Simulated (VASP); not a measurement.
# Mg2Ge (Fm-3m) in VASP: further runs

The runs below take Mg2Ge through single point, with HSE06.

Program: VASP 6.6.1. These are calculated values, not measurements. Logs are shortened: lines on timing, memory, paths and dates and some standing lists are left out, and cuts for length are marked.

## 1. The cell of the first run

The structure is cubic, space group Fm-3m (No. 225). Conventional cell: a = 6.494 Å, b = 6.494 Å, c = 6.494 Å, α = 90.00°, β = 90.00°, γ = 90.00°. Ge (site symmetry m-3m) has 8 Mg at 2.81 Å within 3.7 Å. Within 3.7 Å of Mg (site symmetry -43m) lie 4 Ge at 2.81 Å and 6 Mg at 3.25 Å.

## 2. Single point, HSE06 (strain +2.0%)

POSCAR reads:

```
Mg2Ge
1.0
    0.0000000000      3.2467632623      3.2467632623
    3.2467632623      0.0000000000      3.2467632623
    3.2467632623      3.2467632623      0.0000000000
Ge Mg
1 2
Direct
    0.0000000000      0.0000000000      0.0000000000
    0.2500000000      0.2500000000      0.2500000000
    0.7500000000      0.7500000000      0.7500000000
```

INCAR.step1 reads:

```
SYSTEM = Mg2Ge
ALGO = Normal
EDIFF = 1E-5
ENCUT = 520
GGA = PE
GGA_COMPAT = .False.
ISIF = 2
ISMEAR = 0
LASPH = .True.
LCHARG = .False.
LREAL = .False.
LWAVE = .True.
NBANDS = 16
NELM = 120
PREC = Accurate
SIGMA = 0.01
```

INCAR.step2 reads:

```
SYSTEM = Mg2Ge
ALGO = Normal
EDIFF = 1E-6
ENCUT = 520
GGA = PE
GGA_COMPAT = .False.
HFSCREEN = 0.2079
ISIF = 2
ISMEAR = 0
ISTART = 1
LASPH = .True.
LCHARG = .False.
LHFCALC = .True.
LREAL = .False.
LWAVE = .False.
NBANDS = 16
NELM = 120
PREC = Accurate
PRECFOCK = Normal
SIGMA = 0.01
```

KPOINTS reads:

```
k-points
0
Gamma
  6 6 6
  0 0 0
```

Potentials or basis: VASP PAW PBE potentials, release 64 (Ge_d, Mg).

Command:

```bash
$ cat potpaw_PBE.64/Ge_d/POTCAR potpaw_PBE.64/Mg/POTCAR > POTCAR
$ cp INCAR.step1 INCAR
$ mpirun -np 1 vasp_std > vasp.out
$ cp INCAR.step2 INCAR
$ mpirun -np 1 vasp_std > vasp.out
```

OUTCAR:

```text
SYSTEM = Mg2Ge
   EDIFF = 1E-6
   ENCUT = 520
   GGA = PE
   HFSCREEN = 0.2079
   ISIF = 2
   ISMEAR = 0
   ISTART = 1
   LASPH = .True.
   LHFCALC = .True.
   LREAL = .False.
   NELM = 120
   PREC = Accurate
   PRECFOCK = Normal

 ion  position               nearest neighbor table
   1  0.000  0.000  0.000-   3 2.81   3 2.81   3 2.81   2 2.81   3 2.81   2 2.81   2 2.81   2 2.81

   2  0.250  0.250  0.250-   1 2.81   1 2.81   1 2.81   1 2.81   3 3.25   3 3.25   3 3.25   3 3.25
                             3 3.25   3 3.25
   3  0.750  0.750  0.750-   1 2.81   1 2.81   1 2.81   1 2.81   2 3.25   2 3.25   2 3.25   2 3.25
                             2 3.25   2 3.25

  LATTYP: Found a face centered cubic cell.
 ALAT       =     6.4935265246

  Lattice vectors:

 A1 = (   0.0000000000,   3.2467632623,   3.2467632623)
 A2 = (   3.2467632623,   0.0000000000,   3.2467632623)
 A3 = (   3.2467632623,   3.2467632623,   0.0000000000)

Analysis of symmetry for initial positions (statically):
=====================================================================
 Subroutine PRICEL returns:
 Original cell was already a primitive cell.

 Routine SETGRP: Setting up the symmetry group for a
 face centered cubic supercell.

 Subroutine GETGRP returns: Found 48 space group operations
 (whereof 48 operations were pure point group operations)
 out of a pool of 48 trial point group operations.

The static configuration has the point symmetry O_h .

Analysis of symmetry for dynamics (positions and initial velocities):
=====================================================================
 Subroutine PRICEL returns:
 Original cell was already a primitive cell.

 Routine SETGRP: Setting up the symmetry group for a
 face centered cubic supercell.

 Subroutine GETGRP returns: Found 48 space group operations
 (whereof 48 operations were pure point group operations)
 out of a pool of 48 trial point group operations.

The dynamic configuration has the point symmetry O_h .

 Subroutine INISYM returns: Found 48 space group operations
 (whereof 48 operations are pure point group operations),
 and found     1 'primitive' translations

----------------------------------------------------------------------------------------

                                     Primitive cell

  volume of cell :      68.4513

[... 88 lines left out ...]
   ISYM   =      3    0-nonsym 1-usesym 2-fastsym
   POTIM  = 0.5000    time-step for ionic-motion
   TEBEG  =    0.0;   TEEND  =   0.0 temperature during run
   PSTRESS=    0.0 pullay stress
   NELECT =      18.0000    total number of electrons
   NUPDOWN=      -1.0000    fix difference up-down
   EMIN   =  10.00;   EMAX   =-10.00  energy-range for DOS
   EFERMI =   0.00;   METHOD = LEGACY
   ISMEAR =     0;   SIGMA  =   0.01  broadening in eV -4-tet -1-fermi 0-gaus
   EFERMI_NEDOS =   21; number of points for ismear=-14 and -15
   IALGO  =     38    algorithm
   IMIX   =      1    mixing-type and parameters
     AMIX     =   0.40;   BMIX     =  1.00
     AMIX_MAG =   1.60;   BMIX_MAG =  1.00
  volume/ion in A,a.u.               =      22.82       153.98
  Fermi-wavevector in a.u.,A,eV,Ry     =   1.048830  1.982001 14.967008  1.100044
  Thomas-Fermi vector in A             =   2.183768
   LORBIT       =      0    0 simple, 1 ext, 2 COOP (PROOUT), +10 PAW based schemes
   GGA     = PE    functional components
   LHFCALC =     T    Hartree Fock is set to
   PRECFOCK=normal    Normal, Fast or Accurate (Low or Medium for compatibility)
   ENCUT4O =  -1.0   cutoff for four orbital integrals eV
   NKREDX  =     1    reduce k-point grid by
   NKREDY  =     1    reduce k-point grid by
   NKREDZ  =     1    reduce k-point grid by
   AEXX    =    0.2500 exact exchange contribution
   HFSCREEN=    0.2079 screening length (either q_TF or 0.3 A-1)
   HFSCREENC=   0.2079 screening length for correlation (either q_TF or 0.3 A-1)
   ENCUTFOCK=  -1.0 apply spherical cutoff to Coloumb kernel
   IVDW    =     0    specifies the selected vdW correction
   LEPSILON=     F    determine dielectric tensor
   LRPA    =     F    only Hartree local field effects (RPA)
 non-spin polarized calculation
 Gauss-broadening in eV      SIGMA  =   0.01
  energy-cutoff  :      520.00
  volume of cell :       68.45
 maximum number of plane-waves:      1868
 NGX is ok and might be reduce to    36
  NGX = 28; NGY = 28; NGZ = 28

 number of electron      18.0000004 magnetization

 Free energy of the ion-electron system (eV)
  ---------------------------------------------------
  ext. energy  EPLUGINS =         0.00000000
  ---------------------------------------------------
  free energy    TOTEN  =        -9.30899880 eV

  energy without entropy =       -9.30899880  energy(sigma->0) =       -9.30899880

 E-fermi :   3.0829     XC(G=0):  -7.4211

 val. band max:        2.9797114079   @ k =   0.0000   0.0000   0.0000
 cond. band min:       3.5287682287   @ k =   0.5000   0.5000   0.0000
 fundamental gap:      0.5490568208
 Fermi energy:         3.0829271461

 k-point     1 :       0.0000    0.0000    0.0000
  band No.  band energies     occupation
      1     -23.8445      2.00000
      2     -23.8445      2.00000
      3     -23.8445      2.00000
      4     -23.8323      2.00000
      5     -23.8323      2.00000
      6      -7.6286      2.00000
[... 281 lines left out ...]
      3     -23.8429      2.00000
      4     -23.8325      2.00000
      5     -23.8317      2.00000
      6      -5.7833      2.00000
[... 8 lines left out ...]
     15      12.3300      0.00000
     16      13.0618      0.00000

------------------------ aborting loop because EDIFF is reached ----------------------------------------

  FORCE on cell =-STRESS in cart. coord.  units (eV):
  Direction    XX          YY          ZZ          XY          YZ          ZX
  --------------------------------------------------------------------------------------
  -------------------------------------------------------------------------------------
  Total       -1.1563735     -1.1563735     -1.1563735      0.0000000      0.0000000     -0.0000000
  in kB      -27.0661731    -27.0661731    -27.0661731      0.0000000      0.0000000     -0.0000000
  external PRESSURE =     -27.0661731 kB  Pullay stress =       0.0000000 kB

 VOLUME and BASIS-vectors are now :
 -----------------------------------------------------------------------------
  energy-cutoff  :      520.00
  volume of cell :       68.45
      direct lattice vectors                 reciprocal lattice vectors
     0.000000000  3.246763262  3.246763262    -0.153999525  0.153999525  0.153999525
     3.246763262  0.000000000  3.246763262     0.153999525 -0.153999525  0.153999525
     3.246763262  3.246763262  0.000000000     0.153999525  0.153999525 -0.153999525

 POSITION                                       TOTAL-FORCE (eV/Angst)
 -----------------------------------------------------------------------------------
      0.00000      0.00000      0.00000         0.000000      0.000000      0.000000
      1.62338      1.62338      1.62338        -0.000000     -0.000000     -0.000000
      4.87014      4.87014      4.87014         0.000000      0.000000      0.000000
 -----------------------------------------------------------------------------------
    total drift:                                0.000006     -0.000002      0.000002

  FREE ENERGIE OF THE ION-ELECTRON SYSTEM (eV)
  ---------------------------------------------------
  free  energy   TOTEN  =        -9.3089987995 eV

  energy  without entropy=       -9.3089987995  energy(sigma->0) =       -9.30899880
```

OUTCAR.step1:

```text
SYSTEM = Mg2Ge
   EDIFF = 1E-5
   ENCUT = 520
   GGA = PE
   ISIF = 2
[... 523 lines left out ...]
      0.00000      0.00000      0.00000         0.000000     -0.000000     -0.000000
      1.62338      1.62338      1.62338         0.000000      0.000000      0.000000
      4.87014      4.87014      4.87014        -0.000000     -0.000000     -0.000000
 -----------------------------------------------------------------------------------
    total drift:                               -0.000000      0.000000      0.000000

  FREE ENERGIE OF THE ION-ELECTRON SYSTEM (eV)
  ---------------------------------------------------
  free  energy   TOTEN  =        -8.3221142295 eV

  energy  without entropy=       -8.3221142295  energy(sigma->0) =       -8.32211423
```

OSZICAR.step1:

```text
N       E                     dE             d eps       ncg     rms          rms(c)
DAV:   1     0.857309276749E+02    0.85731E+02   -0.87128E+03   568   0.179E+03
DAV:   2     0.308810953922E+01   -0.82643E+02   -0.78714E+02   576   0.417E+02
DAV:   3    -0.846933011713E+01   -0.11557E+02   -0.11523E+02   632   0.910E+01
DAV:   4    -0.880607581283E+01   -0.33675E+00   -0.33671E+00   640   0.158E+01
DAV:   5    -0.881369480625E+01   -0.76190E-02   -0.76186E-02   672   0.262E+00    0.319E+00
DAV:   6    -0.840096060548E+01    0.41273E+00   -0.46950E-01   632   0.357E+00    0.164E+00
DAV:   7    -0.832101810255E+01    0.79943E-01   -0.25685E-01   616   0.308E+00    0.551E-01
DAV:   8    -0.832230402433E+01   -0.12859E-02   -0.21961E-02   664   0.210E+00    0.122E-01
DAV:   9    -0.832207806987E+01    0.22595E-03   -0.20058E-03   656   0.728E-01    0.335E-02
DAV:  10    -0.832210110150E+01   -0.23032E-04   -0.95139E-05   608   0.609E-02    0.113E-02
DAV:  11    -0.832211434082E+01   -0.13239E-04   -0.26017E-05   544   0.413E-02    0.465E-03
DAV:  12    -0.832211422947E+01    0.11135E-06   -0.22707E-06   344   0.185E-02
   1 F= -.83221142E+01 E0= -.83221142E+01  d E =-.218180E-38
```

It took 58 min on 1 thread of Intel Xeon Platinum 8488C (Sapphire Rapids), shared host; peak memory 0.35 GiB.

What came out:

```yaml
Free_energy: -9.3090 eV
Pressure: -2.7 GPa
Band_gap_on_the_k_mesh: 0.55 eV (least direct gap 1.36 eV)
```

Levels at points of the mesh, in eV from the valence-band top:
```tsv
k point	band 7	band 8	band 9	band 10	band 11	band 12
(0.00, 0.00, 0.00)	0.00	0.00	0.00	1.36	3.25	3.25
(0.50, 0.00, 0.00)	-5.21	-0.79	-0.79	1.31	3.23	3.23
(0.50, 0.50, 0.00)	-4.88	-2.16	-2.16	0.55	0.85	8.53
```

Caveat: the cell differs from its parent crystal (strain +2.0%); the structure was generated, so it needn't be the stable form of Mg2Ge; the PAW data sets were made with another functional, which shifts forces and pressure a little. A k mesh can miss the band edges.

## 3. Single point, HSE06 (strain +3.0%)

POSCAR reads:

```
Mg2Ge
1.0
    0.0000000000      3.2785942747      3.2785942747
    3.2785942747      0.0000000000      3.2785942747
    3.2785942747      3.2785942747      0.0000000000
Ge Mg
1 2
Direct
    0.0000000000      0.0000000000      0.0000000000
    0.2500000000      0.2500000000      0.2500000000
    0.7500000000      0.7500000000      0.7500000000
```

INCAR.step1 reads:

```
ALGO = Normal
EDIFF = 1E-5
ENCUT = 520
GGA = PE
GGA_COMPAT = F
ISIF = 2
ISMEAR = 0
LASPH = T
LCHARG = F
LREAL = F
LWAVE = T
NBANDS = 16
NELM = 120
PREC = Accurate
SIGMA = 0.01
```

INCAR.step2 reads:

```
ALGO = Normal
EDIFF = 1E-6
ENCUT = 520
GGA = PE
GGA_COMPAT = F
HFSCREEN = 0.2079
ISIF = 2
ISMEAR = 0
ISTART = 1
LASPH = T
LCHARG = F
LHFCALC = T
LREAL = F
LWAVE = F
NBANDS = 16
NELM = 120
PREC = Accurate
PRECFOCK = Normal
SIGMA = 0.01
```

KPOINTS reads:

```
k-points
0
Gamma
  6 6 6
```

Potentials or basis: VASP PAW PBE potentials, release 64 (Ge_d, Mg).

Command:

```bash
$ cat potpaw_PBE.64/Ge_d/POTCAR potpaw_PBE.64/Mg/POTCAR > POTCAR
$ cp INCAR.step1 INCAR
$ mpirun -np 1 vasp_std > vasp.out
$ cp INCAR.step2 INCAR
$ mpirun -np 1 vasp_std > vasp.out
```

Wall time 60 min (1 thread of Intel Xeon Platinum 8488C (Sapphire Rapids), shared host); peak memory 0.35 GiB.

Results (log left out):

```
Free energy            : -9.2666 eV
Pressure               : -3.9 GPa
Band gap on the k mesh : 0.57 eV (least direct gap 1.19 eV)
```

Levels at points of the mesh, in eV from the valence-band top:
```csv
k point,band 7,band 8,band 9,band 10,band 11,band 12
"(0.00, 0.00, 0.00)",0.00,0.00,0.00,1.19,3.18,3.18
"(0.50, 0.00, 0.00)",-5.12,-0.78,-0.78,1.18,3.19,3.19
"(0.50, 0.50, 0.00)",-4.81,-2.11,-2.11,0.57,0.78,8.36
```

Caveat: the cell differs from its parent crystal (strain +3.0%); the cell stands under tension; the structure was generated, so it needn't be the stable form of Mg2Ge; the PAW data sets were made with another functional, which shifts forces and pressure a little. A k mesh can miss the band edges.

## 4. Single point, HSE06

This run uses another cell than the first one, of 21.50 Å³/atom.

POSCAR reads:

```
Mg2Ge
1.0
    0.0000000000      3.1831012375      3.1831012375
    3.1831012375      0.0000000000      3.1831012375
    3.1831012375      3.1831012375      0.0000000000
Ge Mg
1 2
Direct
    0.0000000000      0.0000000000      0.0000000000
    0.2500000000      0.2500000000      0.2500000000
    0.7500000000      0.7500000000      0.7500000000
```

INCAR.step1 reads:

```
PREC = Accurate
ENCUT = 520
EDIFF = 1E-5
ISMEAR = -1
SIGMA = 0.02
LREAL = False
LASPH = True
NELM = 120
ALGO = Normal
ISIF = 2
LWAVE = True
LCHARG = False
GGA = PE
NBANDS = 16
GGA_COMPAT = False
```

INCAR.step2 reads:

```
PREC = Accurate
ENCUT = 520
EDIFF = 1E-6
ISMEAR = -1
SIGMA = 0.02
LREAL = False
LASPH = True
NELM = 120
ALGO = Normal
ISIF = 2
LWAVE = False
LCHARG = False
GGA = PE
LHFCALC = True
HFSCREEN = 0.2079
PRECFOCK = Normal
ISTART = 1
NBANDS = 16
GGA_COMPAT = False
```

KPOINTS reads:

```
regular mesh
0
Gamma
  6 6 6
```

Command:

```bash
$ cat potpaw_PBE.64/Ge_d/POTCAR potpaw_PBE.64/Mg/POTCAR > POTCAR
$ cp INCAR.step1 INCAR
$ mpirun -np 1 vasp_std > vasp.out
$ cp INCAR.step2 INCAR
$ mpirun -np 1 vasp_std > vasp.out
```

Wall time 64 min (1 thread of Intel Xeon Platinum 8488C (Sapphire Rapids), shared host); peak memory 0.35 GiB.

It converged, with:

```yaml
Free_energy: -9.3416 eV
Pressure: 0.3 GPa
Band_gap_on_the_k_mesh: 0.51 eV (least direct gap 1.74 eV)
```

Levels at points of the mesh, in eV from the valence-band top:
```
           k point  band 5  band 6  band 7  band 8  band 9  band 10  band 11  band 12  band 13  band 14
(0.00, 0.00, 0.00)  -26.76  -10.88    0.00    0.00    0.00     1.74     3.39     3.39     3.39     6.86
(0.50, 0.00, 0.00)  -26.76   -9.44   -5.42   -0.82   -0.82     1.60     3.31     3.31     5.54     9.04
(0.50, 0.50, 0.00)  -26.76   -8.90   -5.04   -2.25   -2.25     0.51     1.00     8.90     8.90     9.84
```

Caveat: the structure was generated, so it needn't be the stable form of Mg2Ge; the PAW data sets were made with another functional, which shifts forces and pressure a little. A k mesh can miss the band edges.

## 5. The runs side by side

```tsv
cell	smearing	gap on the mesh (eV)	pressure (GPa)
a = 4.592 Å, angles 60.0°, 3 atoms	gaussian 0.01 eV	0.55	-2.7
a = 4.637 Å, angles 60.0°, 3 atoms	gaussian 0.01 eV	0.57	-3.9
a = 4.502 Å, angles 60.0°, 3 atoms	fermi-dirac 0.02 eV	0.51	0.3
```

Alike in all rows: task single point; level HSE06; potentials or basis VASP PAW PBE potentials, release 64 (Ge_d, Mg); no spin polarisation; k mesh 6 × 6 × 6; cutoff (eV) 520.

Caveats: the structure was generated, so it needn't be the stable form of Mg2Ge; the PAW data sets were made with another functional, which shifts forces and pressure a little; the cell stands under tension (at least some runs).

Total energies depend on the potentials used, so only differences within one code and one set of settings carry meaning.
